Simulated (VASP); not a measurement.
# Al9O in VASP: relaxation of the atoms with PBE

Aim: the relaxation of the atoms of Al9O with PBE.

Program: VASP 6.6.1. These are calculated values, not measurements. Logs are shortened: lines on timing, memory, paths and dates and some standing lists are left out, and cuts for length are marked.

**1. The cell of the first run**

The cell holds a slab with vacuum, 10 atoms: a = 2.854 Å, b = 2.854 Å, c = 34.261 Å, α = 90.00°, β = 90.00°, γ = 120.00°.

**2. Relaxation of the atoms, PBE**

Input file INCAR:

```
ALGO = Normal
DIPOL = 0.5 0.5 0.422
EDIFF = 1E-6
EDIFFG = -0.025
ENCUT = 520
GGA = PE
IBRION = 2
IDIPOL = 3
ISIF = 2
ISMEAR = 0
KPAR = 4
LASPH = T
LCHARG = F
LDIPOL = T
LREAL = F
LWAVE = F
NELM = 100
NSW = 36
PREC = Accurate
SIGMA = 0.1
```

Input file KPOINTS:

```
k-points
0
Gamma
  9 9 1
```

Input file POSCAR:

```
Al9O
1.0
    2.8535431553      0.0000000000      0.0000000000
   -1.4267715777      2.4712408633      0.0000000000
    0.0000000000      0.0000000000     34.2605581409
Al O
9 1
Selective dynamics
Direct
    0.3333333333      0.6666666667      0.1167523303  F F F
    0.0000000000      0.0000000000      0.1852090272  F F F
    0.6666666667      0.3333333333      0.2536657241  F F F
    0.0000000000      0.0000000000      0.3221224210  F F F
    0.3333333333      0.6666666667      0.3899858410  F F F
    0.0000000000      0.0000000000      0.4578168561  F F F
    0.6666666667      0.3333333333      0.5268325031  F F F
    0.0000000000      0.0000000000      0.5950901736  F F F
    0.3333333333      0.6666666667      0.6643370504  F F F
    0.3333333333      0.8333333333      0.7117216477  F F T
```

Potentials or basis: VASP PAW PBE potentials, release 64 (Al, O).

Command:

```
$ cat potpaw_PBE.64/Al/POTCAR potpaw_PBE.64/O/POTCAR > POTCAR
$ mpirun -np 4 vasp_std > vasp.out
```

OUTCAR:

```text
EDIFF = 1E-6
   EDIFFG = -0.025
   ENCUT = 520
   GGA = PE
   IBRION = 2
   ISIF = 2
   ISMEAR = 0
   LASPH = T
   LREAL = F
   NELM = 100
   NSW = 36
   PREC = Accurate

 ion  position               nearest neighbor table
   1  0.333  0.667  0.117-   2 2.87   2 2.87   2 2.87
   2  0.000  0.000  0.185-   1 2.87   3 2.87   3 2.87   1 2.87   3 2.87   1 2.87
   3  0.667  0.333  0.254-   2 2.87   4 2.87   2 2.87   4 2.87   2 2.87   4 2.87
   4  0.000  0.000  0.322-   5 2.85   5 2.85   5 2.85   3 2.87   3 2.87   3 2.87
   5  0.333  0.667  0.390-   6 2.85   6 2.85   6 2.85   4 2.85   4 2.85   4 2.85
   6  0.000  0.000  0.458-   5 2.85   5 2.85   5 2.85   7 2.88   7 2.88   7 2.88
   7  0.667  0.333  0.527-   8 2.86   8 2.86   8 2.86   6 2.88   6 2.88   6 2.88
   8  0.000  0.000  0.595-   7 2.86   7 2.86   7 2.86   9 2.89   9 2.89   9 2.89
   9  0.333  0.667  0.664-  10 1.69   8 2.89   8 2.89   8 2.89
  10  0.333  0.833  0.712-   9 1.69

  LATTYP: Found a hexagonal cell.
 ALAT       =     2.8535431553
 C/A-ratio  =    12.0063220622

  Lattice vectors:

 A1 = (   2.8535431553,   0.0000000000,   0.0000000000)
 A2 = (  -1.4267715777,   2.4712408633,   0.0000000000)
 A3 = (   0.0000000000,   0.0000000000,  34.2605581409)

Analysis of symmetry for initial positions (statically):
=====================================================================
 Subroutine PRICEL returns:
 Original cell was already a primitive cell.

 Routine SETGRP: Setting up the symmetry group for a
 hexagonal supercell.

 Subroutine GETGRP returns: Found  1 space group operations
 (whereof  1 operations were pure point group operations)
 out of a pool of 24 trial point group operations.

The static configuration has the point symmetry C_1 .

Analysis of symmetry for dynamics (positions and initial velocities):
=====================================================================
 Subroutine PRICEL returns:
 Original cell was already a primitive cell.

 Routine SETGRP: Setting up the symmetry group for a
 hexagonal supercell.

 Subroutine GETGRP returns: Found  1 space group operations
 (whereof  1 operations were pure point group operations)
 out of a pool of 24 trial point group operations.

The dynamic configuration has the point symmetry C_1 .

Analysis of constrained symmetry for selective dynamics:
=====================================================================
 Subroutine PRICEL returns:
 Original cell was already a primitive cell.

 Routine SETGRP: Setting up the symmetry group for a
[... 139 lines left out ...]
   IALGO  =     38    algorithm
   IMIX   =      4    mixing-type and parameters
     AMIX     =   0.40;   BMIX     =  1.00
     AMIX_MAG =   1.60;   BMIX_MAG =  1.00
  volume/ion in A,a.u.               =      24.16       163.04
  Fermi-wavevector in a.u.,A,eV,Ry     =   0.843105  1.593237  9.671368  0.710825
  Thomas-Fermi vector in A             =   1.957919
   LORBIT       =      0    0 simple, 1 ext, 2 COOP (PROOUT), +10 PAW based schemes
   GGA     = PE    functional components
   LHFCALC =     F    Hartree Fock is set to
   AEXX    =    0.0000 exact exchange contribution
   IVDW    =     0    specifies the selected vdW correction
   LEPSILON=     F    determine dielectric tensor
   LRPA    =     F    only Hartree local field effects (RPA)
 conjugate gradient relaxation of ions
 non-spin polarized calculation
 Gauss-broadening in eV      SIGMA  =   0.10
  energy-cutoff  :      520.00
  volume of cell :      241.60
 maximum number of plane-waves:      6547
 NGX is ok and might be reduce to    24
   NGX = 11   NGY = 11   NGZ =127

 dipolmoment           0.000000      0.000000     -0.089892 electrons x Angstroem

--------------------------------------- Ionic step        1  -------------------------------------------

 number of electron      33.0000004 magnetization

 Free energy of the ion-electron system (eV)
  ---------------------------------------------------
  ext. energy  EPLUGINS =         0.00000000
  ---------------------------------------------------
  free energy    TOTEN  =       -38.22192902 eV

  energy without entropy =      -38.19037998  energy(sigma->0) =      -38.20615450

------------------------ aborting loop because EDIFF is reached ----------------------------------------

  FORCE on cell =-STRESS in cart. coord.  units (eV):
  Direction    XX          YY          ZZ          XY          YZ          ZX
  --------------------------------------------------------------------------------------
  -------------------------------------------------------------------------------------
  Total        0.3391683      0.2275728     -1.2541685     -0.0034609      1.2564527     -0.6746360
  in kB        2.2492197      1.5091662     -8.3171115     -0.0229509      8.3322595     -4.4738984
  external PRESSURE =      -1.5195752 kB  Pullay stress =       0.0000000 kB
[... 75 lines left out ...]
--------------------------------------- Ionic step        3  -------------------------------------------

 number of electron      32.9999995 magnetization

 dipolmoment           0.000000      0.000000      0.218855 electrons x Angstroem

 Free energy of the ion-electron system (eV)
  ---------------------------------------------------
  ext. energy  EPLUGINS =         0.00000000
  ---------------------------------------------------
  free energy    TOTEN  =       -38.22946510 eV

  energy without entropy =      -38.19707659  energy(sigma->0) =      -38.21327084

 E-fermi :   2.3883     XC(G=0):  -7.1100

 val. band max:        2.3735068762   @ k =  -0.1111  -0.4444   0.0000
 cond. band min:       2.3890698877   @ k =  -0.2222  -0.4444   0.0000
 fundamental gap:      0.0155630115
 Fermi energy:         2.3883318573

 k-point     1 :       0.0000    0.0000    0.0000
  band No.  band energies     occupation
      1     -14.6587      2.00000
      2      -8.6868      2.00000
      3      -8.4098      2.00000
      4      -8.0393      2.00000
      5      -7.4494      2.00000
      6      -6.7226      2.00000
[... 589 lines left out ...]
     21       3.9782      0.00000
     22       4.2212      0.00000

 [... further k-points ...]

------------------------ aborting loop because EDIFF is reached ----------------------------------------

 vacuum level on the upper side and lower side of the slab       (xc-potential included)         2.525        -3.027

  FORCE on cell =-STRESS in cart. coord.  units (eV):
  Direction    XX          YY          ZZ          XY          YZ          ZX
  --------------------------------------------------------------------------------------
  -------------------------------------------------------------------------------------
  Total        0.4456150      0.3573707     -0.2683260     -0.0414047      1.5509276     -0.8436617
  in kB        2.9551288      2.3699302     -1.7794240     -0.2745786     10.2850915     -5.5948049
  external PRESSURE =       1.1818783 kB  Pullay stress =       0.0000000 kB
[... 25 lines left out ...]
  FREE ENERGIE OF THE ION-ELECTRON SYSTEM (eV)
  ---------------------------------------------------
  free  energy   TOTEN  =       -38.2294650952 eV

  energy  without entropy=      -38.1970765924  energy(sigma->0) =      -38.21327084

 reached required accuracy - stopping structural energy minimisation

 vacuum level on the upper side and lower side of the slab        11.808         6.170
```

OSZICAR:

```text
N       E                     dE             d eps       ncg     rms          rms(c)
DAV:   1     0.122438353735E+03    0.12244E+03   -0.11650E+04  1804   0.115E+03
DAV:   2    -0.232203172098E+02   -0.14566E+03   -0.13724E+03  2478   0.189E+02
DAV:   3    -0.415576449661E+02   -0.18337E+02   -0.17965E+02  2536   0.611E+01
[... 65 lines left out ...]
DAV:   7    -0.382294747043E+02   -0.10711E-04   -0.13613E-04  2642   0.500E-02    0.298E-02
DAV:   8    -0.382294659852E+02    0.87192E-05   -0.75868E-05  2540   0.347E-02    0.171E-02
DAV:   9    -0.382294672792E+02   -0.12940E-05   -0.29615E-05  2178   0.213E-02    0.173E-02
DAV:  10    -0.382294645399E+02    0.27392E-05   -0.55539E-06  1588   0.107E-02    0.338E-03
DAV:  11    -0.382294650952E+02   -0.55524E-06   -0.90214E-07  1262   0.543E-03
   3 F= -.38229465E+02 E0= -.38213271E+02  d E =-.753608E-02
```

CONTCAR:

```text
Al9O
   1.00000000000000
     2.8535431553000001    0.0000000000000000    0.0000000000000000
    -1.4267715777000001    2.4712408632999998    0.0000000000000000
     0.0000000000000000    0.0000000000000000   34.2605581409000024
  Al              O
     9     1
Selective dynamics
Direct
     0.3333333332999970    0.6666666667000030    0.1167523303000024   F   F   F
     0.0000000000000000    0.0000000000000000    0.1852090272000027   F   F   F
     0.6666666667000030    0.3333333332999970    0.2536657241000029   F   F   F
     0.0000000000000000    0.0000000000000000    0.3221224210000031   F   F   F
     0.3333333332999970    0.6666666667000030    0.3899858409999979   F   F   F
     0.0000000000000000    0.0000000000000000    0.4578168561000027   F   F   F
     0.6666666667000030    0.3333333332999970    0.5268325031000032   F   F   F
     0.0000000000000000    0.0000000000000000    0.5950901735999992   F   F   F
     0.3333333332999970    0.6666666667000030    0.6643370504000004   F   F   F
     0.3333333332999970    0.8333333332999970    0.7109818647671978   F   F   T

  0.00000000E+00  0.00000000E+00  0.00000000E+00
  0.00000000E+00  0.00000000E+00  0.00000000E+00
  0.00000000E+00  0.00000000E+00  0.00000000E+00
  0.00000000E+00  0.00000000E+00  0.00000000E+00
  0.00000000E+00  0.00000000E+00  0.00000000E+00
  0.00000000E+00  0.00000000E+00  0.00000000E+00
  0.00000000E+00  0.00000000E+00  0.00000000E+00
  0.00000000E+00  0.00000000E+00  0.00000000E+00
  0.00000000E+00  0.00000000E+00  0.00000000E+00
  0.00000000E+00  0.00000000E+00  0.00000000E+00
```

Wall time 7.3 min (4 MPI ranks of Intel Xeon Platinum 8259CL at 2.50GHz (Skylake/Cascade Lake), shared host); peak memory 0.52 GiB.

What came out:

```yaml
Free_energy: -38.2295 eV
Energy_gained_by_relaxing: 0.8 meV/atom
Ionic_steps: 3
```

Step by step:
| step | energy change (eV) | largest force on free atoms (eV/Å) | pressure (GPa) |
| --- | --- | --- | --- |
| 1 | 0.0000 | 0.5901 | -0.15 |
| 2 | -0.0074 | 0.0736 | 0.18 |
| 3 | -0.0075 | 0.0058 | 0.12 |

Final structure:
```cif
data_structure
_symmetry_space_group_name_H-M 'P 1'
_symmetry_Int_Tables_number 1
_cell_length_a 2.8535
_cell_length_b 2.8535
_cell_length_c 34.2606
_cell_angle_alpha 90.000
_cell_angle_beta 90.000
_cell_angle_gamma 120.000
_cell_volume 241.60
loop_
_atom_site_label
_atom_site_type_symbol
_atom_site_fract_x
_atom_site_fract_y
_atom_site_fract_z
_atom_site_occupancy
Al1 Al 0.33333 0.66667 0.11675 1
Al2 Al 0.00000 0.00000 0.18521 1
Al3 Al 0.66667 0.33333 0.25367 1
Al4 Al 0.00000 0.00000 0.32212 1
Al5 Al 0.33333 0.66667 0.38999 1
Al6 Al 0.00000 0.00000 0.45782 1
Al7 Al 0.66667 0.33333 0.52683 1
Al8 Al 0.00000 0.00000 0.59509 1
Al9 Al 0.33333 0.66667 0.66434 1
O1 O 0.33333 0.83333 0.71098 1
```

Levels at points of the mesh, in eV from the Fermi level:
| k point | band 13 | band 14 | band 15 | band 16 | band 17 | band 18 | band 19 | band 20 |
| --- | --- | --- | --- | --- | --- | --- | --- | --- |
| (0.00, 0.00, 0.00) | -1.39 | -0.10 | 0.33 | 0.33 | 1.45 | 2.92 | 4.04 | 5.14 |

Caveat: the highest band is partly filled, so the run has too few bands.
